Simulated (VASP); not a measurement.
# Ba (P6_3/mmc) in VASP: further runs

The runs below take Ba through single point, with PBEsol.

All numbers are computed with VASP 6.6.1; they aren't measurements. Logs are shortened: lines on timing, memory, paths and dates and some standing lists are left out, and cuts for length are marked.

## (1) The cell of the first run

Symmetry: P6_3/mmc, No. 194, hexagonal system. Conventional cell: a = 3.785 Å, b = 3.785 Å, c = 5.617 Å, α = 90.00°, β = 90.00°, γ = 120.00°. Ba (site symmetry -6m2) has 12 Ba at 3.56 to 3.78 Å within 4.7 Å.

This isn't the form of Ba at room conditions, which is bcc.

## (2) Single point, PBEsol (34.84 Å³/atom)

INCAR

```
SYSTEM = Ba
PREC = Accurate ; ENCUT = 520
EDIFF = 1E-6 ; ISMEAR = -1
SIGMA = 0.08 ; LREAL = .FALSE.
LASPH = .TRUE. ; NELM = 100
ALGO = Normal ; ISIF = 2
LWAVE = .FALSE. ; LCHARG = .FALSE.
GGA = PS ; NBANDS = 17
```

KPOINTS

```
regular mesh
0
G
  10 10 6
  0 0 0
```

POSCAR

```
Ba
1.0
    3.7846754642      0.0000000000      0.0000000000
   -1.8923377322      3.2776250971      0.0000000000
    0.0000000000      0.0000000000      5.6173554573
Ba
2
Direct
    0.3333333333      0.6666666667      0.2500000000
    0.6666666667      0.3333333333      0.7500000000
```

Potentials or basis: VASP PAW PBE potentials, release 64 (Ba_sv).

Command:

```bash
cat potpaw_PBE.64/Ba_sv/POTCAR > POTCAR
mpirun -np 1 vasp_std > vasp.out
```

OUTCAR:

```text
SYSTEM = Ba
   PREC = Accurate
   ENCUT = 520
   EDIFF = 1E-6
   ISMEAR = -1
   LREAL = .FALSE.
   LASPH = .TRUE.
   NELM = 100
   ISIF = 2
   GGA = PS

 ion  position               nearest neighbor table
   1  0.333  0.667  0.250-   2 3.56   2 3.56   2 3.56   2 3.56   2 3.56   2 3.56
   2  0.667  0.333  0.750-   1 3.56   1 3.56   1 3.56   1 3.56   1 3.56   1 3.56

  LATTYP: Found a hexagonal cell.
 ALAT       =     3.7846754642
 C/A-ratio  =     1.4842370265

  Lattice vectors:

 A1 = (   3.7846754642,   0.0000000000,   0.0000000000)
 A2 = (  -1.8923377322,   3.2776250971,   0.0000000000)
 A3 = (   0.0000000000,   0.0000000000,   5.6173554573)

Analysis of symmetry for initial positions (statically):
=====================================================================
 Subroutine PRICEL returns:
 Original cell was already a primitive cell.

 Routine SETGRP: Setting up the symmetry group for a
 hexagonal supercell.

 Subroutine GETGRP returns: Found 24 space group operations
 (whereof 12 operations were pure point group operations)
 out of a pool of 24 trial point group operations.

The static configuration has the point symmetry D_3d.
 The point group associated with its full space group is D_6h.

Analysis of symmetry for dynamics (positions and initial velocities):
=====================================================================
 Subroutine PRICEL returns:
 Original cell was already a primitive cell.

 Routine SETGRP: Setting up the symmetry group for a
 hexagonal supercell.

 Subroutine GETGRP returns: Found 24 space group operations
 (whereof 12 operations were pure point group operations)
 out of a pool of 24 trial point group operations.

The dynamic configuration has the point symmetry D_3d.
 The point group associated with its full space group is D_6h.

 Subroutine INISYM returns: Found 24 space group operations
 (whereof 12 operations are pure point group operations),
 and found     1 'primitive' translations

----------------------------------------------------------------------------------------

                                     Primitive cell

  volume of cell :      69.6819

  direct lattice vectors                    reciprocal lattice vectors
     3.784675464  0.000000000  0.000000000     0.264223448  0.152549479  0.000000000
    -1.892337732  3.277625097  0.000000000     0.000000000  0.305098957  0.000000000
     0.000000000  0.000000000  5.617355457     0.000000000  0.000000000  0.178019712

[... 81 lines left out ...]
   ENCUT  =  520.0 eV  38.22 Ry    6.18 a.u.   7.04  7.04 10.44*2*pi/ulx,y,z
   NELM   =    100;   NELMIN=  2; NELMDL= -5     # of ELM steps
   EDIFF  = 0.1E-05   stopping-criterion for ELM
   LREAL  =      F    real-space projection
   EDIFFG = 0.1E-04   stopping-criterion for IOM
   NSW    =      0    number of steps for IOM
   IBRION =     -1    ionic relax: 0-MD 1-quasi-New 2-CG
   NFREE  =      0    steps in history (QN), initial steepest desc. (CG)
   ISIF   =      2    stress and relaxation
   ISYM   =      2    0-nonsym 1-usesym 2-fastsym
   POTIM  = 0.5000    time-step for ionic-motion
   TEBEG  =    0.0;   TEEND  =   0.0 temperature during run
   PSTRESS=    0.0 pullay stress
   NELECT =      20.0000    total number of electrons
   NUPDOWN=      -1.0000    fix difference up-down
   EMIN   =  10.00;   EMAX   =-10.00  energy-range for DOS
   EFERMI =   0.00;   METHOD = LEGACY
   ISMEAR =    -1;   SIGMA  =   0.08  broadening in eV -4-tet -1-fermi 0-gaus
   EFERMI_NEDOS =   21; number of points for ismear=-14 and -15
   IALGO  =     38    algorithm
   IMIX   =      4    mixing-type and parameters
     AMIX     =   0.40;   BMIX     =  1.00
     AMIX_MAG =   1.60;   BMIX_MAG =  1.00
  volume/ion in A,a.u.               =      34.84       235.12
  Fermi-wavevector in a.u.,A,eV,Ry     =   1.079887  2.040690 15.866508  1.166155
  Thomas-Fermi vector in A             =   2.215864
   LORBIT       =      0    0 simple, 1 ext, 2 COOP (PROOUT), +10 PAW based schemes
   GGA     = PS    functional components
   LHFCALC =     F    Hartree Fock is set to
   AEXX    =    0.0000 exact exchange contribution
   IVDW    =     0    specifies the selected vdW correction
   LEPSILON=     F    determine dielectric tensor
   LRPA    =     F    only Hartree local field effects (RPA)
 non-spin polarized calculation
  energy-cutoff  :      520.00
  volume of cell :       69.68
 maximum number of plane-waves:      1900
   NGX = 15   NGY = 15   NGZ = 21

 number of electron      19.9999996 magnetization

 Free energy of the ion-electron system (eV)
  ---------------------------------------------------
  ext. energy  EPLUGINS =         0.00000000
  ---------------------------------------------------
  free energy    TOTEN  =        -3.40811420 eV

  energy without entropy =       -3.37423390  energy(sigma->0) =       -3.39117405

 E-fermi :   4.1905     XC(G=0):  -9.7111

 val. band max:        4.1771503066   @ k =   0.2000   0.2000   0.0000
 cond. band min:       4.1972469536   @ k =   0.3000   0.3000   0.3333
 fundamental gap:      0.0200966470
 Fermi energy:         4.1904652297

 k-point     1 :       0.0000    0.0000    0.0000
  band No.  band energies     occupation
      1     -24.3925      2.00000
      2     -23.8149      2.00000
      3     -10.8799      2.00000
      4      -8.8220      2.00000
      5      -8.8220      2.00000
      6      -8.3510      2.00000
[... 457 lines left out ...]
      4     -10.0112      2.00000
      5      -9.6150      2.00000
      6      -9.3068      2.00000
[... 9 lines left out ...]
     16      10.3880      0.00000
     17      10.9431      0.00000

 [... further k-points ...]

------------------------ aborting loop because EDIFF is reached ----------------------------------------

  FORCE on cell =-STRESS in cart. coord.  units (eV):
  Direction    XX          YY          ZZ          XY          YZ          ZX
  --------------------------------------------------------------------------------------
  -------------------------------------------------------------------------------------
  Total        3.5419749      3.5419749      3.8402976     -0.0000000     -0.0000000      0.0000000
  in kB       81.4397124     81.4397124     88.2989701     -0.0000000     -0.0000000      0.0000000
  external PRESSURE =      83.7261316 kB  Pullay stress =       0.0000000 kB

 VOLUME and BASIS-vectors are now :
 -----------------------------------------------------------------------------
  energy-cutoff  :      520.00
  volume of cell :       69.68
      direct lattice vectors                 reciprocal lattice vectors
     3.784675464  0.000000000  0.000000000     0.264223448  0.152549479  0.000000000
    -1.892337732  3.277625097  0.000000000     0.000000000  0.305098957  0.000000000
     0.000000000  0.000000000  5.617355457     0.000000000  0.000000000  0.178019712

 POSITION                                       TOTAL-FORCE (eV/Angst)
 -----------------------------------------------------------------------------------
     -0.00000      2.18508      1.40434        -0.000000      0.000000      0.000000
      1.89234      1.09254      4.21302         0.000000     -0.000000      0.000000
 -----------------------------------------------------------------------------------
    total drift:                               -0.000000      0.000000     -0.000000

  FREE ENERGIE OF THE ION-ELECTRON SYSTEM (eV)
  ---------------------------------------------------
  free  energy   TOTEN  =        -3.4081142047 eV

  energy  without entropy=       -3.3742339044  energy(sigma->0) =       -3.39117405
```

stdout:

```text
POSCAR found type information on POSCAR Ba
 POSCAR found :  1 types and       2 ions
 scaLAPACK will be used
 -----------------------------------------------------------------------------
|                                                                             |
|                                                                             |
|     You enforced a specific xc type in the INCAR file but a different       |
|     I HOPE YOU KNOW WHAT YOU ARE DOING!                                     |
|                                                                             |
 -----------------------------------------------------------------------------

 LDA part: xc-table for (Slater+PW92), standard interpolation
 POSCAR, INCAR and KPOINTS ok, starting setup
 FFT: planning ... GRIDC
 FFT: planning ... GRID_SOFT
 FFT: planning ... GRID
 WAVECAR not read
 entering main loop
```

Run time: 21 s. Hardware: 1 thread of Intel Xeon 6975P-C (Granite Rapids), shared host; peak memory 0.2 GiB.

Results:

```
Free energy            : -3.4081 eV
Pressure               : 8.4 GPa
Band gap on the k mesh : zero (bands 10 and 11 overlap by 0.84 eV)
```

Levels at points of the mesh, in eV from the Fermi level:
| k point | band 7 | band 8 | band 9 | band 10 | band 11 | band 12 | band 13 | band 14 |
| --- | --- | --- | --- | --- | --- | --- | --- | --- |
| (0.00, 0.00, 0.00) | -12.54 | -12.29 | -2.51 | -1.66 | 1.86 | 1.86 | 2.95 | 2.98 |
| (0.50, 0.00, 0.00) | -13.15 | -12.70 | -1.66 | -0.63 | -0.49 | 1.34 | 2.62 | 3.42 |
| (0.00, 0.00, 0.50) | -12.78 | -12.78 | -1.07 | -1.07 | 1.67 | 1.67 | 1.67 | 1.67 |
| (0.50, 0.00, 0.50) | -12.95 | -12.95 | -1.34 | -1.34 | 0.29 | 0.29 | 3.58 | 3.58 |

Caveat: the cell stands under pressure; the PAW data sets were made with another functional, which shifts forces and pressure a little; spin-orbit coupling is left out, which moves the levels of the heavy elements.

## (3) Single point, PBEsol

This run uses another cell than the first one, of 40.65 Å³/atom.

INCAR

```
ALGO = Normal ; EDIFF = 1E-6
ENCUT = 520 ; GGA = PS
ISIF = 2 ; ISMEAR = -1
LASPH = T ; LCHARG = T
LELF = T ; LREAL = F
LVHAR = T ; LWAVE = F
NBANDS = 17 ; NELM = 80
PREC = Accurate ; SIGMA = 0.08
```

KPOINTS

```
k-points
0
Gamma
  10 10 6
```

POSCAR

```
Ba
1.0
    3.9317598342      0.0000000000      0.0000000000
   -1.9658799171      3.4050038980      0.0000000000
    0.0000000000      0.0000000000      6.0724230734
Ba
2
Direct
    0.3333333333      0.6666666667      0.2500000000
    0.6666666667      0.3333333333      0.7500000000
```

Potentials or basis: VASP PAW PBE potentials, release 64 (Ba_sv).

Command:

```bash
cat potpaw_PBE.64/Ba_sv/POTCAR > POTCAR
mpirun -np 1 vasp_std > vasp.out
```

OUTCAR:

```text
EDIFF = 1E-6
   ENCUT = 520
   GGA = PS
   ISIF = 2
   ISMEAR = -1
   LASPH = T
   LREAL = F
   NELM = 80
   PREC = Accurate

 ion  position               nearest neighbor table
   1  0.333  0.667  0.250-   2 3.79   2 3.79   2 3.79   2 3.79   2 3.79   2 3.79
   2  0.667  0.333  0.750-   1 3.79   1 3.79   1 3.79   1 3.79   1 3.79   1 3.79

  LATTYP: Found a hexagonal cell.
 ALAT       =     3.9317598342
 C/A-ratio  =     1.5444542214

[... 667 lines left out ...]
     17       9.3303      0.00000

 [... further k-points ...]

------------------------ aborting loop because EDIFF is reached ----------------------------------------

  FORCE on cell =-STRESS in cart. coord.  units (eV):
  Direction    XX          YY          ZZ          XY          YZ          ZX
  --------------------------------------------------------------------------------------
  -------------------------------------------------------------------------------------
  Total        2.3455885      2.3455885      2.4186661      0.0000000     -0.0000000      0.0000000
  in kB       46.2270085     46.2270085     47.6672273      0.0000000     -0.0000000      0.0000000
  external PRESSURE =      46.7070814 kB  Pullay stress =       0.0000000 kB

 VOLUME and BASIS-vectors are now :
 -----------------------------------------------------------------------------
  energy-cutoff  :      520.00
  volume of cell :       81.30
      direct lattice vectors                 reciprocal lattice vectors
     3.931759834  0.000000000  0.000000000     0.254339034  0.146842710  0.000000000
    -1.965879917  3.405003898  0.000000000     0.000000000  0.293685420  0.000000000
     0.000000000  0.000000000  6.072423073     0.000000000  0.000000000  0.164678908

 POSITION                                       TOTAL-FORCE (eV/Angst)
 -----------------------------------------------------------------------------------
     -0.00000      2.27000      1.51811         0.000000      0.000000      0.000000
      1.96588      1.13500      4.55432         0.000000      0.000000      0.000000
 -----------------------------------------------------------------------------------
    total drift:                                0.000000     -0.000000      0.000000

  FREE ENERGIE OF THE ION-ELECTRON SYSTEM (eV)
  ---------------------------------------------------
  free  energy   TOTEN  =        -3.8696786461 eV

  energy  without entropy=       -3.8230553624  energy(sigma->0) =       -3.84636700
```

OSZICAR:

```text
N       E                     dE             d eps       ncg     rms          rms(c)
DAV:   1     0.132368602657E+03    0.13237E+03   -0.89453E+03  1904   0.101E+03
DAV:   2     0.365930180808E+01   -0.12871E+03   -0.12518E+03  2821   0.205E+02
DAV:   3    -0.368267271078E+01   -0.73420E+01   -0.72877E+01  2504   0.499E+01
DAV:   4    -0.395051880232E+01   -0.26785E+00   -0.26777E+00  2866   0.659E+00
DAV:   5    -0.395233703634E+01   -0.18182E-02   -0.18181E-02  2481   0.529E-01    0.514E+00
DAV:   6    -0.389386848810E+01    0.58469E-01   -0.52996E-02  2647   0.153E+00    0.287E+00
DAV:   7    -0.386971091675E+01    0.24158E-01   -0.71072E-02  2788   0.168E+00    0.158E-01
DAV:   8    -0.386969138062E+01    0.19536E-04   -0.37023E-03  2515   0.328E-01    0.683E-02
DAV:   9    -0.386968925289E+01    0.21277E-05   -0.52028E-05  2462   0.467E-02    0.197E-02
DAV:  10    -0.386967829051E+01    0.10962E-04   -0.54309E-06  2477   0.154E-02    0.368E-03
DAV:  11    -0.386967864608E+01   -0.35557E-06   -0.18895E-07  1449   0.336E-03
   1 F= -.38696786E+01 E0= -.38463670E+01  d E =-.466233E-01
```

Run time: 29 s. Hardware: 1 thread of Intel Xeon 6975P-C (Granite Rapids), shared host; peak memory 0.22 GiB.

What came out:

- Free energy: -3.8697 eV
- Pressure: 4.7 GPa
- Band gap on the k mesh: zero (bands 10 and 11 overlap by 0.85 eV)

Stress tensor (GPa, compression positive):
```
4.62 0.00 0.00
0.00 4.62 0.00
0.00 0.00 4.77
```

Caveat: the cell stands under pressure; the PAW data sets were made with another functional, which shifts forces and pressure a little; spin-orbit coupling is left out, which moves the levels of the heavy elements.

## (4) Single point, PBEsol

This run uses another cell than the first one, of 46.45 Å³/atom.

INCAR

```
SYSTEM = Ba
PREC = Accurate
ENCUT = 520
EDIFF = 1E-7
ISMEAR = -1
SIGMA = 0.08
LREAL = .FALSE.
LASPH = .TRUE.
NELM = 100
ALGO = Normal
ISIF = 2
LWAVE = .FALSE.
LCHARG = .FALSE.
GGA = PS
NBANDS = 17
```

KPOINTS

```
regular mesh
0
G
  10 10 6
  0 0 0
```

POSCAR

```
Ba
1.0
    4.0672752982      0.0000000000      0.0000000000
   -2.0336376491      3.5223637324      0.0000000000
    0.0000000000      0.0000000000      6.4851614729
Ba
2
Direct
    0.3333333333      0.6666666667      0.2500000000
    0.6666666667      0.3333333333      0.7500000000
```

Command:

```bash
cat potpaw_PBE.64/Ba_sv/POTCAR > POTCAR
mpirun -np 1 vasp_std > vasp.out
```

Wall time 30 s (1 thread of Intel Xeon 6975P-C (Granite Rapids), shared host); peak memory 0.23 GiB.

It converged, with:

```
Free energy            : -4.1304 eV
Pressure               : 2.6 GPa
Band gap on the k mesh : zero (bands 10 and 11 overlap by 0.66 eV)
```

Levels at points of the mesh, in eV from the Fermi level:
```tsv
k point	band 8	band 9	band 10	band 11	band 12	band 13
(0.00, 0.00, 0.00)	-13.07	-2.83	-1.15	1.97	1.97	2.17
(0.50, 0.00, 0.00)	-13.23	-0.84	-0.66	-0.43	1.41	1.74
(0.00, 0.00, 0.50)	-13.18	-1.55	-1.55	1.35	1.35	1.92
(0.50, 0.00, 0.50)	-13.38	-1.01	-1.01	0.40	0.40	2.66
```

Caveat: the PAW data sets were made with another functional, which shifts forces and pressure a little; spin-orbit coupling is left out, which moves the levels of the heavy elements.

(Continued in part 2 of 2.)

The gap in the log of VASP goes by the Fermi energy; the results here count the filled bands.